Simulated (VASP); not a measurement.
A run of VASP 6.6.1 is set up as follows.

Contents of INCAR:

```
SYSTEM = C
ALGO = Normal
EDIFF = 1E-6
EDIFFG = -0.04
ENCUT = 600
GGA = PE
IBRION = 2
ISIF = 3
ISMEAR = 0
LASPH = .TRUE.
LCHARG = .FALSE.
LREAL = .FALSE.
LWAVE = .FALSE.
NELM = 100
NSW = 90
PREC = Accurate
SIGMA = 0.1
```

The input KPOINTS:

```
k-points
0
G
  6 6 6
  0 0 0
```

POSCAR

```
C
1.0
    3.4048993100      0.0000000000      0.0000000000
    0.0000000000      3.4048993100      0.0000000000
    0.0000000000      0.0000000000      3.1620701900
C
5
Direct
    0.0000000000      0.2696323400      0.6193693800
    0.2696323400      0.0000000000      0.3806306200
    0.7303676600      0.0000000000      0.3806306200
    0.0000000000      0.7303676600      0.6193693800
    0.0000000000      0.0000000000      0.0000000000
```

Potentials or basis: VASP PAW PBE potentials, release 64 (C).

Launch:

```console
$ cat potpaw_PBE.64/C/POTCAR > POTCAR
$ mpirun -np 1 vasp_std > vasp.out
```

Problem. Predict the space group after relaxing (to 0.05 Å).

Solution. P-4m2 (No. 115).

Problem. What does it give for the band gap on the k mesh?

Solution. 1.81 eV, indirect (least direct gap 2.08 eV).

Problem. What does it give for the relaxed volume?

Solution. 7.57 Å³/atom.

Final structure:
```
C
1.0
     3.42325    0.00000    0.00000
     0.00000    3.42325    0.00000
     0.00000    0.00000    3.23197
C
5
Direct
  0.00000 0.28169 0.62735
  0.28169 0.00000 0.37265
  0.71831 0.00000 0.37265
  0.00000 0.71831 0.62735
  0.00000 0.00000 0.00000
```

A k mesh can miss the band edges. As with any semilocal functional, this PBE gap is likely too small.
